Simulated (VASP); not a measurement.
Runs of VASP 6.6.1 on BP. The structure is that of space group P6_3/mmc (No. 194), or close to it. The cells are those of the table. 

```csv
task,level,cell,k mesh,cutoff (eV),smearing,grid for exact exchange (PRECFOCK),gap on the mesh (eV),pressure (GPa),relaxed volume (Å³/atom)
relaxation of cell and atoms,r2SCAN,"relaxed from a = 3.214, b = 3.214, c = 9.865 Å, angles 90.0, 90.0, 120.0°, 4 atoms",12 × 12 × 2,600,fermi-dirac 0.02 eV,-,1.07,0.0,18.72
relaxation of cell and atoms,PBE,"relaxed from a = 3.282, b = 3.282, c = 4.102 Å, angles 90.0, 90.0, 120.0°, 4 atoms",12 × 12 × 6,600,fermi-dirac 0.02 eV,-,0.60,0.0,16.56
dielectric tensor,PBE,"a = 3.204, b = 3.204, c = 8.467 Å, angles 90.0, 90.0, 120.0°, 4 atoms",9 × 9 × 4,520,gaussian 0.01 eV,-,(b),-,-
single point,r2SCAN,"a = 3.204, b = 3.204, c = 8.467 Å, angles 90.0, 90.0, 120.0°, 4 atoms",12 × 12 × 2,520,fermi-dirac 0.02 eV,-,1.07,-0.3,-
single point,HF,"a = 3.204, b = 3.204, c = 8.467 Å, angles 90.0, 90.0, 120.0°, 4 atoms",6 × 6 × 2,520,gaussian 0.01 eV,Normal,(a),2.4,-
```

Alike in all rows: potentials or basis VASP PAW PBE potentials, release 64 (B, P); no spin polarisation.

Q: Estimate the missing entries.

A: (a) 6.38; (b) 0.88.

Caveats: the PAW data sets were made with another functional, which shifts forces and pressure a little (some runs); the volume moved by over 15 % at a fixed basis, so the end points are rough (some runs); this functional lacks dispersion, which binds the layers, so the pressure and a relaxed spacing across them are unreliable (some runs).

A k mesh can miss the band edges.
